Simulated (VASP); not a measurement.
# PbF2 (I4/mmm) in VASP: further runs, part 2 of 2

VASP 6.6.1. Earlier steps stand in the parts before.

**3. Single point, r2SCAN (strain -0.015 along x and y, -0.030 along z)**

Input file POSCAR:

```
PbF2
1.0
    0.0000000000      2.9253022500      2.8807545000
    2.9253022500      0.0000000000      2.8807545000
    2.9253022500      2.9253022500      0.0000000000
Pb F
1 2
Direct
    0.0000000000      0.0000000000      0.0000000000
    0.2500000000      0.2500000000      0.2500000000
    0.7500000000      0.7500000000      0.7500000000
```

Input file INCAR.step1:

```
  PREC = Accurate
  ENCUT = 520
  ISMEAR = 0
  SIGMA = 0.05
  LREAL = False
  LASPH = True
  NELM = 60
  NBANDS = 21
  GGA = PE
  ALGO = Normal
  EDIFF = 1E-4
  LWAVE = True
  LCHARG = False
```

Input file INCAR.step2:

```
  PREC = Accurate
  ENCUT = 520
  EDIFF = 1E-6
  ISMEAR = 0
  SIGMA = 0.05
  LREAL = False
  LASPH = True
  NELM = 60
  ALGO = Normal
  ISIF = 2
  LWAVE = False
  LCHARG = True
  METAGGA = R2SCAN
  LMIXTAU = True
  LELF = True
  LVHAR = True
  NBANDS = 21
  ISTART = 1
```

Input file KPOINTS:

```
regular mesh
0
Gamma
  8 8 8
```

Potentials or basis: VASP PAW PBE potentials, release 64 (Pb_d, F).

Started as:

```
$ cat potpaw_PBE.64/Pb_d/POTCAR potpaw_PBE.64/F/POTCAR > POTCAR
$ cp INCAR.step1 INCAR
$ mpirun -np 1 vasp_std > vasp.out
$ cp INCAR.step2 INCAR
$ mpirun -np 1 vasp_std > vasp.out
```

OUTCAR:

```text
PREC = Accurate
   ENCUT = 520
   EDIFF = 1E-6
   ISMEAR = 0
   LREAL = False
   LASPH = True
   NELM = 60
   ISIF = 2
   METAGGA = R2SCAN
   ISTART = 1

 ion  position               nearest neighbor table
   1  0.000  0.000  0.000-   3 2.52   3 2.52   3 2.52   2 2.52   3 2.52   2 2.52   2 2.52   2 2.52

   2  0.250  0.250  0.250-   1 2.52   1 2.52   1 2.52   1 2.52
   3  0.750  0.750  0.750-   1 2.52   1 2.52   1 2.52   1 2.52

  LATTYP: Found a body centered tetragonal cell.
 ALAT       =     4.1370021160
 C/A-ratio  =     1.3926773152

  Lattice vectors:

 A1 = (   0.0000000000,  -2.9253022500,  -2.8807545000)
 A2 = (   0.0000000000,   2.9253022500,  -2.8807545000)
 A3 = (   2.9253022500,   0.0000000000,   2.8807545000)

Analysis of symmetry for initial positions (statically):
=====================================================================
 Subroutine PRICEL returns:
 Original cell was already a primitive cell.

 Routine SETGRP: Setting up the symmetry group for a
 body centered tetragonal supercell.

 Subroutine GETGRP returns: Found 16 space group operations
 (whereof 16 operations were pure point group operations)
 out of a pool of 16 trial point group operations.

The static configuration has the point symmetry D_4h.

Analysis of symmetry for dynamics (positions and initial velocities):
=====================================================================
 Subroutine PRICEL returns:
 Original cell was already a primitive cell.

 Routine SETGRP: Setting up the symmetry group for a
 body centered tetragonal supercell.

 Subroutine GETGRP returns: Found 16 space group operations
 (whereof 16 operations were pure point group operations)
 out of a pool of 16 trial point group operations.

The dynamic configuration has the point symmetry D_4h.

 Subroutine INISYM returns: Found 16 space group operations
 (whereof 16 operations are pure point group operations),
 and found     1 'primitive' translations

----------------------------------------------------------------------------------------

                                     Primitive cell

  volume of cell :      49.3035

  direct lattice vectors                    reciprocal lattice vectors
     0.000000000  2.925302250  2.880754500    -0.170922509  0.170922509  0.173565641
     2.925302250  0.000000000  2.880754500     0.170922509 -0.170922509  0.173565641
     2.925302250  2.925302250  0.000000000     0.170922509  0.170922509 -0.173565641

  length of vectors
     4.105622942  4.105622942  4.137002116     0.297580308  0.297580308  0.297580308

  position of ions in fractional coordinates (direct lattice)
     0.000000000  0.000000000  0.000000000
     0.250000000  0.250000000  0.250000000
     0.750000000  0.750000000  0.750000000

  ion indices of the primitive-cell ions
   primitive index   ion index
                 1           1
                 2           2
                 3           3

----------------------------------------------------------------------------------------

 KPOINTS: regular mesh

Automatic generation of k-mesh.
 Grid dimensions read from file:
 generate k-points for:    8    8    8

 Generating k-lattice:

  Cartesian coordinates                     Fractional coordinates (reciprocal lattice)
    -0.021365314  0.021365314  0.021695705     0.125000000 -0.000000000  0.000000000
     0.021365314 -0.021365314  0.021695705    -0.000000000  0.125000000  0.000000000
     0.021365314  0.021365314 -0.021695705     0.000000000  0.000000000  0.125000000

  Length of vectors
     0.037197538  0.037197538  0.037197538

  Shift w.r.t. Gamma in fractional coordinates (k-lattice)
     0.000000000  0.000000000  0.000000000

 Subroutine IBZKPT returns following result:
 ===========================================

 Found     59 irreducible k-points:

 Following reciprocal coordinates:
            Coordinates               Weight
  0.000000  0.000000  0.000000      1.000000
  0.125000  0.000000  0.000000      8.000000
  0.250000  0.000000  0.000000      8.000000
  0.375000  0.000000  0.000000      8.000000
  0.500000  0.000000  0.000000      4.000000
  0.125000  0.125000  0.000000      2.000000
[... 16 lines left out ...]
  0.250000  0.000000  0.125000     16.000000
  0.375000  0.000000  0.125000     16.000000
 [... further k-points ...]
   k-points           NKPTS =     59   k-points in BZ     NKDIM =     59   number of bands    NBANDS=     21
   number of dos      NEDOS =    301   number of ions     NIONS =      3
   total plane-waves  NPLWV =  32768
   dimension x,y,z NGX =    32 NGY =   32 NGZ =   32
   dimension x,y,z NGXF=    64 NGYF=   64 NGZF=   64
   ions per type =               1   2
   NGX,Y,Z   is equivalent  to a cutoff of  12.96, 12.96, 12.86 a.u.
   NGXF,Y,Z  is equivalent  to a cutoff of  25.92, 25.92, 25.72 a.u.
 SYSTEM =  unknown system
   PREC   = accura    normal or accurate (medium, high low for compatibility)
   ISTART =      1    job   : 0-new  1-cont  2-samecut
   ICHARG =      0    charge: 1-file 2-atom 10-const
   ISPIN  =      1    spin polarized calculation?
   LNONCOLLINEAR =      F non collinear calculations
   LSORBIT =      F    spin-orbit coupling
   LASPH  =      T    aspherical Exc in radial PAW
   ENCUT  =  520.0 eV  38.22 Ry    6.18 a.u.   7.63  7.63  7.69*2*pi/ulx,y,z
   NELM   =     60;   NELMIN=  2; NELMDL=  0     # of ELM steps
   EDIFF  = 0.1E-05   stopping-criterion for ELM
   LREAL  =      F    real-space projection
   EDIFFG = 0.1E-04   stopping-criterion for IOM
   NSW    =      0    number of steps for IOM
   IBRION =     -1    ionic relax: 0-MD 1-quasi-New 2-CG
   NFREE  =      0    steps in history (QN), initial steepest desc. (CG)
   ISIF   =      2    stress and relaxation
   ISYM   =      2    0-nonsym 1-usesym 2-fastsym
   POTIM  = 0.5000    time-step for ionic-motion
   TEBEG  =    0.0;   TEEND  =   0.0 temperature during run
   PSTRESS=    0.0 pullay stress
   NELECT =      28.0000    total number of electrons
   NUPDOWN=      -1.0000    fix difference up-down
   EMIN   =  10.00;   EMAX   =-10.00  energy-range for DOS
   EFERMI =   0.00;   METHOD = LEGACY
   ISMEAR =     0;   SIGMA  =   0.05  broadening in eV -4-tet -1-fermi 0-gaus
   EFERMI_NEDOS =   21; number of points for ismear=-14 and -15
   IALGO  =     38    algorithm
   IMIX   =      4    mixing-type and parameters
     AMIX     =   0.40;   BMIX     =  1.00
     AMIX_MAG =   1.60;   BMIX_MAG =  1.00
  volume/ion in A,a.u.               =      16.43       110.91
  Fermi-wavevector in a.u.,A,eV,Ry     =   1.355715  2.561929 25.006991  1.837962
  Thomas-Fermi vector in A             =   2.482779
   LORBIT       =      0    0 simple, 1 ext, 2 COOP (PROOUT), +10 PAW based schemes
   METAGGA = R2SCAN    functional components
   LHFCALC =     F    Hartree Fock is set to
   AEXX    =    0.0000 exact exchange contribution
   IVDW    =     0    specifies the selected vdW correction
   LEPSILON=     F    determine dielectric tensor
   LRPA    =     F    only Hartree local field effects (RPA)
 non-spin polarized calculation
 Gauss-broadening in eV      SIGMA  =   0.05
  energy-cutoff  :      520.00
  volume of cell :       49.30
 maximum number of plane-waves:      1355
   NGX = 15   NGY = 15   NGZ = 15

 number of electron      27.9999985 magnetization

 Free energy of the ion-electron system (eV)
  ---------------------------------------------------
  ext. energy  EPLUGINS =         0.00000000
  ---------------------------------------------------
  free energy    TOTEN  =       -70.12188460 eV

  energy without entropy =      -70.12188460  energy(sigma->0) =      -70.12188460

 E-fermi :   2.5891     XC(G=0): -10.3065

 val. band max:        2.2653049446   @ k =  -0.2500   0.2500   0.5000
 cond. band min:       7.1012999476   @ k =   0.5000   0.5000   0.0000
 fundamental gap:      4.8359950030
 Fermi energy:         2.5891393158

 k-point     1 :       0.0000    0.0000    0.0000
  band No.  band energies     occupation
      1     -20.6501      2.00000
      2     -19.9632      2.00000
      3     -12.7435      2.00000
      4     -12.7435      2.00000
      5     -12.7321      2.00000
      6     -12.6648      2.00000
[... 13 lines left out ...]
     20      18.4216      0.00000
     21      20.6037      0.00000
[... 529 lines left out ...]
 k-point    24 :       0.3750    0.0000    0.1250
  band No.  band energies     occupation
      1     -20.4419      2.00000
      2     -20.1464      2.00000
      3     -12.7045      2.00000
      4     -12.7014      2.00000
      5     -12.6516      2.00000
      6     -12.6381      2.00000
[... 13 lines left out ...]
     20      17.8150      0.00000
     21      18.7842      0.00000

 [... further k-points ...]
[... 5 lines left out ...]
  --------------------------------------------------------------------------------------
  -------------------------------------------------------------------------------------
  Total        1.2846211      1.2846211      1.5247626      0.0000000     -0.0000000     -0.0000000
  in kB       41.7453309     41.7453309     49.5490219      0.0000000     -0.0000000     -0.0000000
  external PRESSURE =      44.3465612 kB  Pullay stress =       0.0000000 kB

 VOLUME and BASIS-vectors are now :
 -----------------------------------------------------------------------------
  energy-cutoff  :      520.00
  volume of cell :       49.30
      direct lattice vectors                 reciprocal lattice vectors
     0.000000000  2.925302250  2.880754500    -0.170922509  0.170922509  0.173565641
     2.925302250  0.000000000  2.880754500     0.170922509 -0.170922509  0.173565641
     2.925302250  2.925302250  0.000000000     0.170922509  0.170922509 -0.173565641

 POSITION                                       TOTAL-FORCE (eV/Angst)
 -----------------------------------------------------------------------------------
      0.00000      0.00000      0.00000         0.000000     -0.000000      0.000000
      1.46265      1.46265      1.44038        -0.000000     -0.000000     -0.000000
      4.38795      4.38795      4.32113         0.000000      0.000000      0.000000
 -----------------------------------------------------------------------------------
    total drift:                                0.000000     -0.000000      0.000000

  FREE ENERGIE OF THE ION-ELECTRON SYSTEM (eV)
  ---------------------------------------------------
  free  energy   TOTEN  =       -70.1218846032 eV

  energy  without entropy=      -70.1218846032  energy(sigma->0) =      -70.12188460
```

It took 74 s on 1 thread of Intel Xeon 6975P-C (Granite Rapids), shared host; peak memory 0.21 GiB.

What came out:

```yaml
Free_energy: -70.1219 eV
Pressure: 4.4 GPa
Band_gap_on_the_k_mesh: 4.84 eV, indirect (least direct gap 5.04 eV)
```

Stress tensor (GPa, compression positive):
```
4.17 0.00 0.00
0.00 4.17 0.00
0.00 0.00 4.95
```

Levels at points of the mesh, in eV from the valence-band top:
```csv
k point,band 10,band 11,band 12,band 13,band 14,band 15,band 16,band 17,band 18,band 19
"(0.00, 0.00, 0.00)",-3.07,-3.07,-2.60,-2.60,-2.49,7.24,7.32,7.32,10.75,15.82
"(0.50, 0.00, 0.00)",-3.33,-3.28,-2.75,-2.73,-0.13,5.29,8.35,8.38,13.50,14.31
"(0.50, 0.50, 0.00)",-4.26,-2.12,-2.12,-2.07,-0.25,4.84,8.59,8.59,8.89,15.33
"(0.50, 0.00, 0.50)",-4.22,-2.14,-2.14,-2.06,-0.16,4.89,8.54,8.67,8.88,15.17
```

Caveat: the cell differs from its parent crystal (strain -0.015 along x and y, -0.030 along z); the PAW data sets were made with another functional, which shifts forces and pressure a little; spin-orbit coupling is left out, which moves the levels of the heavy elements. A k mesh can miss the band edges.

**4. Single point, r2SCAN (strain -0.030 along x and y, +0.015 along z)**

Input file POSCAR:

```
PbF2
1.0
    0.0000000000      2.8807545000      3.0143977500
    2.8807545000      0.0000000000      3.0143977500
    2.8807545000      2.8807545000      0.0000000000
Pb F
1 2
Direct
    0.0000000000      0.0000000000      0.0000000000
    0.2500000000      0.2500000000      0.2500000000
    0.7500000000      0.7500000000      0.7500000000
```

Input file INCAR.step1:

```
PREC = Accurate ; ENCUT = 520
ISMEAR = 0 ; SIGMA = 0.05
LREAL = F ; LASPH = T
NELM = 100 ; NBANDS = 21
GGA = PE ; ALGO = Normal
EDIFF = 1E-4 ; LWAVE = T
LCHARG = F
```

Input file INCAR.step2:

```
PREC = Accurate ; ENCUT = 520
EDIFF = 1E-6 ; ISMEAR = 0
SIGMA = 0.05 ; LREAL = F
LASPH = T ; NELM = 100
ALGO = Normal ; ISIF = 2
LWAVE = F ; LCHARG = F
METAGGA = R2SCAN ; LMIXTAU = T
NBANDS = 21 ; ISTART = 1
```

Input file KPOINTS:

```
Automatic mesh
0
Gamma
  8 8 8
```

Started as:

```
$ cat potpaw_PBE.64/Pb_d/POTCAR potpaw_PBE.64/F/POTCAR > POTCAR
$ cp INCAR.step1 INCAR
$ mpirun -np 1 vasp_std > vasp.out
$ cp INCAR.step2 INCAR
$ mpirun -np 1 vasp_std > vasp.out
```

Run time: 84 s. Hardware: 1 thread of Intel Xeon 6975P-C (Granite Rapids), shared host; peak memory 0.21 GiB.

It converged, with:

```
Free energy            : -70.1305 eV
Pressure               : 3.0 GPa
Band gap on the k mesh : 4.78 eV, indirect (least direct gap 5.01 eV)
```

Stress tensor (GPa, compression positive):
```
3.75 0.00 0.00
0.00 3.75 0.00
0.00 0.00 1.37
```

Levels at points of the mesh, in eV from the valence-band top:
```
           k point  band 11  band 12  band 13  band 14  band 15  band 16  band 17  band 18
(0.00, 0.00, 0.00)    -2.92    -2.68    -2.36    -2.36     7.19     7.19     7.42    10.70
(0.50, 0.00, 0.00)    -3.14    -2.67    -2.62    -0.15     5.25     8.26     8.34    13.46
(0.50, 0.50, 0.00)    -2.16    -1.97    -1.97    -0.04     4.96     8.55     8.55     8.90
(0.50, 0.00, 0.50)    -2.16    -1.96    -1.93    -0.30     4.78     8.30     8.69     8.91
```

Caveat: the cell differs from its parent crystal (strain -0.030 along x and y, +0.015 along z); the PAW data sets were made with another functional, which shifts forces and pressure a little; spin-orbit coupling is left out, which moves the levels of the heavy elements. A k mesh can miss the band edges.

**5. Single point, r2SCAN (strain -0.030 along x and y, +0.030 along z)**

Input file POSCAR:

```
PbF2
1.0
    0.0000000000      2.8807545000      3.0589455000
    2.8807545000      0.0000000000      3.0589455000
    2.8807545000      2.8807545000      0.0000000000
Pb F
1 2
Direct
    0.0000000000      0.0000000000      0.0000000000
    0.2500000000      0.2500000000      0.2500000000
    0.7500000000      0.7500000000      0.7500000000
```

Input file INCAR.step1:

```
PREC = Accurate
ENCUT = 520
ISMEAR = 0
SIGMA = 0.05
LREAL = False
LASPH = True
NELM = 80
NBANDS = 21
GGA = PE
ALGO = Normal
EDIFF = 1E-4
LWAVE = True
LCHARG = False
```

Input file INCAR.step2:

```
PREC = Accurate
ENCUT = 520
EDIFF = 1E-6
ISMEAR = 0
SIGMA = 0.05
LREAL = False
LASPH = True
NELM = 80
ALGO = Normal
ISIF = 2
LWAVE = False
LCHARG = False
METAGGA = R2SCAN
LMIXTAU = True
NBANDS = 21
ISTART = 1
```

KPOINTS is that of step 4.

Started as:

```
$ cat potpaw_PBE.64/Pb_d/POTCAR potpaw_PBE.64/F/POTCAR > POTCAR
$ cp INCAR.step1 INCAR
$ mpirun -np 1 vasp_std > vasp.out
$ cp INCAR.step2 INCAR
$ mpirun -np 1 vasp_std > vasp.out
```

Run time: 89 s. Hardware: 1 thread of Intel Xeon 6975P-C (Granite Rapids), shared host; peak memory 0.21 GiB.

The run converged. Its results:

| Quantity | Value |
| --- | --- |
| Free energy | -70.1338 eV |
| Pressure | 1.6 GPa |
| Band gap on the k mesh | 4.73 eV, indirect (least direct gap 5.00 eV) |

Stress tensor (GPa, compression positive):
```
 2.66  0.00  0.00
 0.00  2.66  0.00
 0.00  0.00 -0.57
```

Levels at points of the mesh, in eV from the valence-band top:
```tsv
k point	band 11	band 12	band 13	band 14	band 15	band 16	band 17	band 18
(0.00, 0.00, 0.00)	-2.82	-2.66	-2.25	-2.25	7.13	7.13	7.44	10.65
(0.50, 0.00, 0.00)	-3.02	-2.60	-2.53	-0.18	5.21	8.19	8.27	13.41
(0.50, 0.50, 0.00)	-2.12	-1.88	-1.88	-0.03	4.98	8.47	8.47	8.91
(0.50, 0.00, 0.50)	-2.12	-1.86	-1.84	-0.36	4.73	8.14	8.66	8.92
```

Caveat: the cell differs from its parent crystal (strain -0.030 along x and y, +0.030 along z); the PAW data sets were made with another functional, which shifts forces and pressure a little; spin-orbit coupling is left out, which moves the levels of the heavy elements. A k mesh can miss the band edges.

**6. Summary**

```tsv
cell	gap on the mesh (eV)	pressure (GPa)
a = 4.137, b = 4.137, c = 4.074 Å, angles 60.5, 60.5, 59.0°, 3 atoms	4.83	4.4
a = 4.106, b = 4.106, c = 4.137 Å, angles 59.7, 59.7, 60.5°, 3 atoms	4.84	4.4
a = 4.170, b = 4.170, c = 4.074 Å, angles 60.8, 60.8, 58.5°, 3 atoms	4.78	3.0
a = 4.202, b = 4.202, c = 4.074 Å, angles 61.0, 61.0, 58.0°, 3 atoms	4.73	1.6
```

Alike in all rows: task single point; level r2SCAN; potentials or basis VASP PAW PBE potentials, release 64 (Pb_d, F); no spin polarisation; k mesh 8 × 8 × 8; cutoff (eV) 520; smearing gaussian 0.05 eV.

Caveats: the PAW data sets were made with another functional, which shifts forces and pressure a little; spin-orbit coupling is left out, which moves the levels of the heavy elements.

Absolute energies hang on the potentials; compare differences alone.
